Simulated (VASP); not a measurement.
Crystal: TiAl.

```
Al Ti
1.0
     2.27096   -1.31114   -1.85423
     0.00000    2.62228   -1.85423
     2.27096    1.31114    1.85423
Al Ti
1 1
Cartesian
  4.5419 2.6223 -1.8542
  2.2710 1.3111 -0.9271
```

* Program: VASP 6.6.1
* Task: relaxation of cell and atoms
* Functional: PBEsol
* Potentials or basis: VASP PAW PBE potentials, release 64 (Al, Ti_sv)
* Cutoff: 600 eV
* k mesh: 12 × 12 × 12
* Occupations: gaussian, width 0.1 eV
* Spin: no spin polarisation

At the start: pressure -5.5 GPa; volume 16.56 Å³/atom.

Task: How do energy, volume and symmetry change on relaxing?

Result: Over 14 steps the energy falls by 15.0 meV/atom and the volume is 15.73 Å³/atom (-5.0 %); space group Pm-3m (No. 221, to 0.05 Å).

Step by step:
```
step  energy change (eV)  largest force (eV/Å)  pressure (GPa)  volume (Å³)
   1              0.0000                0.0000           -5.52        33.13
   2             -0.0179                0.0000            4.00        30.46
   3             -0.0300                0.0000            0.37        31.46
   4             -0.0299                0.0000           -0.37        31.56
   5             -0.0300                0.0000           -0.21        31.51
   6             -0.0300                0.0000           -0.19        31.51
   7             -0.0300                0.0000           -0.21        31.50
   8             -0.0300                0.0000           -0.19        31.50
   9             -0.0300                0.0000           -0.16        31.50
  10             -0.0300                0.0000           -0.15        31.50
  11             -0.0300                0.0000           -0.14        31.49
  12             -0.0300                0.0000           -0.12        31.49
  13             -0.0300                0.0000           -0.14        31.48
  14             -0.0300                0.0000           -0.07        31.47
```

Final structure:
```
Al Ti
1.0
     2.23236   -1.28886   -1.82272
     0.00000    2.57771   -1.82272
     2.23236    1.28886    1.82272
Al Ti
1 1
Direct
  0.00000 0.00000 0.00000
  0.50000 0.50000 0.50000
```

Caveat: the PAW data sets were made with another functional, which shifts forces and pressure a little.
